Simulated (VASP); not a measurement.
# Hg (P6/mmm) in VASP: a series of runs

Runs on Hg. Level: PBE. Tasks: single point.

Everything below comes from runs of VASP 6.6.1. Logs are shortened: lines on timing, memory, paths and dates and some standing lists are left out, and cuts for length are marked.

## (1) The cell of the first run

It takes space group P6/mmm (No. 191, hexagonal). Conventional cell: a = 4.540 Å, b = 4.540 Å, c = 3.870 Å, α = 90.00°, β = 90.00°, γ = 120.00°. Within 3.5 Å of Hg (site symmetry -6m2) lie 9 Hg at 2.62 to 3.26 Å. Within 4.3 Å of Hg (site symmetry 6/mmm) lie 14 Hg at 3.26 to 3.87 Å.

## (2) Single point, PBE

INCAR reads:

```
ALGO = Fast ; EDIFF = 1E-7
ENCUT = 520 ; GGA = PE
ISIF = 2 ; ISMEAR = 0
LASPH = T ; LCHARG = F
LREAL = F ; LWAVE = F
NBANDS = 25 ; NELM = 80
PREC = Accurate ; SIGMA = 0.05
```

KPOINTS reads:

```
k-points
0
Gamma
  9 9 10
```

POSCAR reads:

```
Hg
1.0
    4.5400000000      0.0000000000      0.0000000000
   -2.2700000000      3.9317553332      0.0000000000
    0.0000000000      0.0000000000      3.8700000000
Hg
3
Direct
    0.3333333333      0.6666666667      0.5000000000
    0.0000000000      0.0000000000      0.0000000000
    0.6666666667      0.3333333333      0.5000000000
```

Potentials or basis: VASP PAW PBE potentials, release 64 (Hg).

The run is started by

```console
$ cat potpaw_PBE.64/Hg/POTCAR > POTCAR
$ mpirun -np 1 vasp_std > vasp.out
```

OUTCAR:

```text
EDIFF = 1E-7
   ENCUT = 520
   GGA = PE
   ISIF = 2
   ISMEAR = 0
   LASPH = T
   LREAL = F
   NELM = 80
   PREC = Accurate

 ion  position               nearest neighbor table
   1  0.333  0.667  0.500-   3 2.62   3 2.62   3 2.62   2 3.26   2 3.26   2 3.26   2 3.26   2 3.26
                             2 3.26
   2  0.000  0.000  0.000-   1 3.26   3 3.26   1 3.26   3 3.26   3 3.26   3 3.26   1 3.26   1 3.26
                             3 3.26   3 3.26   1 3.26   1 3.26
   3  0.667  0.333  0.500-   1 2.62   1 2.62   1 2.62   2 3.26   2 3.26   2 3.26   2 3.26   2 3.26
                             2 3.26

  LATTYP: Found a hexagonal cell.
 ALAT       =     4.5400000000
 C/A-ratio  =     0.8524229075

  Lattice vectors:

 A1 = (   4.5400000000,   0.0000000000,   0.0000000000)
 A2 = (  -2.2700000000,   3.9317553332,   0.0000000000)
 A3 = (   0.0000000000,   0.0000000000,   3.8700000000)

Analysis of symmetry for initial positions (statically):
=====================================================================
 Subroutine PRICEL returns:
 Original cell was already a primitive cell.

 Routine SETGRP: Setting up the symmetry group for a
 hexagonal supercell.

 Subroutine GETGRP returns: Found 24 space group operations
 (whereof 24 operations were pure point group operations)
 out of a pool of 24 trial point group operations.

The static configuration has the point symmetry D_6h.

Analysis of symmetry for dynamics (positions and initial velocities):
=====================================================================
 Subroutine PRICEL returns:
 Original cell was already a primitive cell.

 Routine SETGRP: Setting up the symmetry group for a
 hexagonal supercell.

 Subroutine GETGRP returns: Found 24 space group operations
 (whereof 24 operations were pure point group operations)
 out of a pool of 24 trial point group operations.

The dynamic configuration has the point symmetry D_6h.

 Subroutine INISYM returns: Found 24 space group operations
 (whereof 24 operations are pure point group operations),
 and found     1 'primitive' translations

----------------------------------------------------------------------------------------

                                     Primitive cell

  volume of cell :      69.0802

  direct lattice vectors                    reciprocal lattice vectors
[... 81 lines left out ...]
   ISTART =      0    job   : 0-new  1-cont  2-samecut
   ICHARG =      2    charge: 1-file 2-atom 10-const
   ISPIN  =      1    spin polarized calculation?
   LNONCOLLINEAR =      F non collinear calculations
   LSORBIT =      F    spin-orbit coupling
   LASPH  =      T    aspherical Exc in radial PAW
   ENCUT  =  520.0 eV  38.22 Ry    6.18 a.u.   8.44  8.44  7.20*2*pi/ulx,y,z
   NELM   =     80;   NELMIN=  2; NELMDL= -5     # of ELM steps
   EDIFF  = 0.1E-06   stopping-criterion for ELM
   LREAL  =      F    real-space projection
   EDIFFG = 0.1E-05   stopping-criterion for IOM
   NSW    =      0    number of steps for IOM
   IBRION =     -1    ionic relax: 0-MD 1-quasi-New 2-CG
   NFREE  =      0    steps in history (QN), initial steepest desc. (CG)
   ISIF   =      2    stress and relaxation
   ISYM   =      2    0-nonsym 1-usesym 2-fastsym
   POTIM  = 0.5000    time-step for ionic-motion
   TEBEG  =    0.0;   TEEND  =   0.0 temperature during run
   PSTRESS=    0.0 pullay stress
   NELECT =      36.0000    total number of electrons
   NUPDOWN=      -1.0000    fix difference up-down
   EMIN   =  10.00;   EMAX   =-10.00  energy-range for DOS
   EFERMI =   0.00;   METHOD = LEGACY
   ISMEAR =     0;   SIGMA  =   0.05  broadening in eV -4-tet -1-fermi 0-gaus
   EFERMI_NEDOS =   21; number of points for ismear=-14 and -15
   IALGO  =     68    algorithm
   IMIX   =      4    mixing-type and parameters
     AMIX     =   0.40;   BMIX     =  1.00
     AMIX_MAG =   1.60;   BMIX_MAG =  1.00
  volume/ion in A,a.u.               =      23.03       155.39
  Fermi-wavevector in a.u.,A,eV,Ry     =   1.317421  2.489565 23.614244  1.735598
  Thomas-Fermi vector in A             =   2.447463
   LORBIT       =      0    0 simple, 1 ext, 2 COOP (PROOUT), +10 PAW based schemes
   GGA     = PE    functional components
   LHFCALC =     F    Hartree Fock is set to
   AEXX    =    0.0000 exact exchange contribution
   IVDW    =     0    specifies the selected vdW correction
   LEPSILON=     F    determine dielectric tensor
   LRPA    =     F    only Hartree local field effects (RPA)
 non-spin polarized calculation
 RMM-DIIS sequential band-by-band and
 Gauss-broadening in eV      SIGMA  =   0.05
  energy-cutoff  :      520.00
  volume of cell :       69.08
 maximum number of plane-waves:      1894
 NGX is ok and might be reduce to    36
   NGX = 17   NGY = 17   NGZ = 15

 number of electron      36.0000005 magnetization

 Free energy of the ion-electron system (eV)
  ---------------------------------------------------
  ext. energy  EPLUGINS =         0.00000000
  ---------------------------------------------------
  free energy    TOTEN  =         0.48425551 eV

  energy without entropy =        0.48604320  energy(sigma->0) =        0.48514935

 E-fermi :   3.2619     XC(G=0): -10.9219

 val. band max:        3.2102820648   @ k =   0.3333   0.1111   0.4000
 cond. band min:       3.2772332893   @ k =   0.3333   0.1111   0.3000
 fundamental gap:      0.0669512245
 Fermi energy:         3.2618517971

 k-point     1 :       0.0000    0.0000    0.0000
  band No.  band energies     occupation
      1      -6.8263      2.00000
      2      -5.1059      2.00000
      3      -4.8447      2.00000
      4      -4.8447      2.00000
      5      -4.6421      2.00000
      6      -4.6421      2.00000
[... 661 lines left out ...]
     24      10.7082      0.00000
     25      13.0941      0.00000

 [... further k-points ...]
[... 5 lines left out ...]
  --------------------------------------------------------------------------------------
  -------------------------------------------------------------------------------------
  Total        8.1322444      8.1322444      1.9017844      0.0000000      0.0000000      0.0000000
  in kB      188.6112961    188.6112961     44.1081205      0.0000000      0.0000000      0.0000000
  external PRESSURE =     140.4435709 kB  Pullay stress =       0.0000000 kB

 VOLUME and BASIS-vectors are now :
 -----------------------------------------------------------------------------
  energy-cutoff  :      520.00
  volume of cell :       69.08
      direct lattice vectors                 reciprocal lattice vectors
     4.540000000  0.000000000  0.000000000     0.220264317  0.127169663  0.000000000
    -2.270000000  3.931755333  0.000000000     0.000000000  0.254339326  0.000000000
     0.000000000  0.000000000  3.870000000     0.000000000  0.000000000  0.258397933

 POSITION                                       TOTAL-FORCE (eV/Angst)
 -----------------------------------------------------------------------------------
     -0.00000      2.62117      1.93500        -0.000000     -0.000000     -0.000000
      0.00000      0.00000      0.00000         0.000000      0.000000      0.000000
      2.27000      1.31059      1.93500         0.000000      0.000000      0.000000
 -----------------------------------------------------------------------------------
    total drift:                                0.000000     -0.000000     -0.000000

  FREE ENERGIE OF THE ION-ELECTRON SYSTEM (eV)
  ---------------------------------------------------
  free  energy   TOTEN  =         0.4842555131 eV

  energy  without entropy=        0.4860431961  energy(sigma->0) =        0.48514935
```

stdout:

```text
POSCAR found type information on POSCAR Hg
 POSCAR found :  1 types and       3 ions
 scaLAPACK will be used
 LDA part: xc-table for (Slater+PW92), standard interpolation
 POSCAR, INCAR and KPOINTS ok, starting setup
 FFT: planning ... GRIDC
 FFT: planning ... GRID_SOFT
 FFT: planning ... GRID
 WAVECAR not read
 entering main loop
```

It took 38 s on 1 thread of Intel Xeon 6975P-C (Granite Rapids), shared host; peak memory 0.25 GiB.

Results:

```yaml
Free_energy: 0.4843 eV
Pressure: 14.0 GPa
Band_gap_on_the_k_mesh: zero (band 18 reaches 7.42 eV, above the bottom of band 19 at 1.30 eV)
```

Levels at points of the mesh, in eV from the Fermi level:
```tsv
k point	band 16	band 17	band 18	band 19	band 20	band 21
(0.00, 0.00, 0.00)	-6.06	0.34	1.89	2.59	3.52	3.52
(0.00, 0.00, 0.50)	-6.17	-5.27	4.16	4.16	4.18	4.77
```

Caveat: spin-orbit coupling is left out, which moves the levels of the heavy elements.

## (3) Single point, PBE

INCAR reads:

```
SYSTEM = Hg
PREC     = Accurate       ! precision mode
ENCUT    = 520            ! plane-wave cutoff, eV
EDIFF    = 1E-7           ! SCF threshold, eV
ISMEAR   = 0              ! smearing method
SIGMA    = 0.05           ! smearing width, eV
LREAL    = .FALSE.        ! projectors in reciprocal space
LASPH    = .TRUE.         ! aspherical terms in the spheres
NELM     = 80             ! most SCF steps
ALGO     = Fast           ! electronic algorithm
ISIF     = 2              ! what is computed and relaxed
LWAVE    = .FALSE.        ! write WAVECAR
LCHARG   = .FALSE.        ! write CHGCAR
GGA      = PE             ! functional
NBANDS   = 25             ! bands
```

KPOINTS reads:

```
regular mesh
0
G
  9 9 10
  0 0 0
```

POSCAR is that of step 2.

Potentials or basis: VASP PAW PBE potentials, release 64 (Hg).

The run is started by

```console
$ cat potpaw_PBE.64/Hg/POTCAR > POTCAR
$ mpirun -np 1 vasp_std > vasp.out
```

It took 43 s on 1 thread of Intel Xeon 6975P-C (Granite Rapids), shared host; peak memory 0.25 GiB.

Results (log left out):

```yaml
Free_energy: 0.4843 eV
Pressure: 14.0 GPa
Band_gap_on_the_k_mesh: zero (band 18 reaches 7.42 eV, above the bottom of band 19 at 1.30 eV)
```

Stress tensor (GPa, compression positive):
```
18.86  0.00  0.00
 0.00 18.86  0.00
 0.00  0.00  4.41
```

Levels at points of the mesh, in eV from the Fermi level:
| k point | band 14 | band 15 | band 16 | band 17 | band 18 | band 19 | band 20 | band 21 | band 22 | band 23 |
| --- | --- | --- | --- | --- | --- | --- | --- | --- | --- | --- |
| (0.00, 0.00, 0.00) | -6.77 | -6.06 | -6.06 | 0.34 | 1.89 | 2.59 | 3.52 | 3.52 | 3.79 | 3.79 |
| (0.00, 0.00, 0.50) | -6.18 | -6.18 | -6.17 | -5.27 | 4.16 | 4.16 | 4.18 | 4.77 | 5.25 | 5.57 |

Caveat: spin-orbit coupling is left out, which moves the levels of the heavy elements.

## (4) Single point, PBE

This run uses another cell than the first one, of 21.65 Å³/atom, 0.940 times its volume.

INCAR reads:

```
PREC = Accurate ; ENCUT = 520
EDIFF = 1E-6 ; ISMEAR = 0
SIGMA = 0.05 ; LREAL = F
LASPH = T ; NELM = 80
ALGO = Fast ; ISIF = 2
LWAVE = F ; LCHARG = T
GGA = PE ; LELF = T
LVHAR = T ; NBANDS = 25
```

KPOINTS reads:

```
regular mesh
0
Gamma
  9 9 10
```

POSCAR reads:

```
Hg
1.0
    4.4473209336      0.0000000000      0.0000000000
   -2.2236604668      3.8514929073      0.0000000000
    0.0000000000      0.0000000000      3.7909982407
Hg
3
Direct
    0.3333333333      0.6666666667      0.5000000000
    0.0000000000      0.0000000000      0.0000000000
    0.6666666667      0.3333333333      0.5000000000
```

The run is started by

```console
$ cat potpaw_PBE.64/Hg/POTCAR > POTCAR
$ mpirun -np 1 vasp_std > vasp.out
```

Wall time 34 s (1 thread of Intel Xeon 6975P-C (Granite Rapids), shared host); peak memory 0.24 GiB.

Results (log left out):

| Item | Value |
| --- | --- |
| Free energy | 0.9331 eV |
| Pressure | 20.8 GPa |
| Band gap on the k mesh | zero (band 18 reaches 8.14 eV, above the bottom of band 19 at 1.71 eV) |

Stress tensor (GPa, compression positive):
```
27.49  0.00  0.00
 0.00 27.49  0.00
 0.00  0.00  7.33
```

Levels at points of the mesh, in eV from the Fermi level:
| k point | band 14 | band 15 | band 16 | band 17 | band 18 | band 19 | band 20 | band 21 | band 22 | band 23 |
| --- | --- | --- | --- | --- | --- | --- | --- | --- | --- | --- |
| (0.00, 0.00, 0.00) | -6.92 | -6.08 | -6.08 | 0.63 | 1.84 | 2.96 | 3.70 | 3.70 | 3.93 | 3.93 |
| (0.00, 0.00, 0.50) | -6.32 | -6.24 | -6.24 | -5.51 | 4.36 | 4.36 | 4.77 | 4.88 | 5.63 | 5.67 |

Caveat: spin-orbit coupling is left out, which moves the levels of the heavy elements.
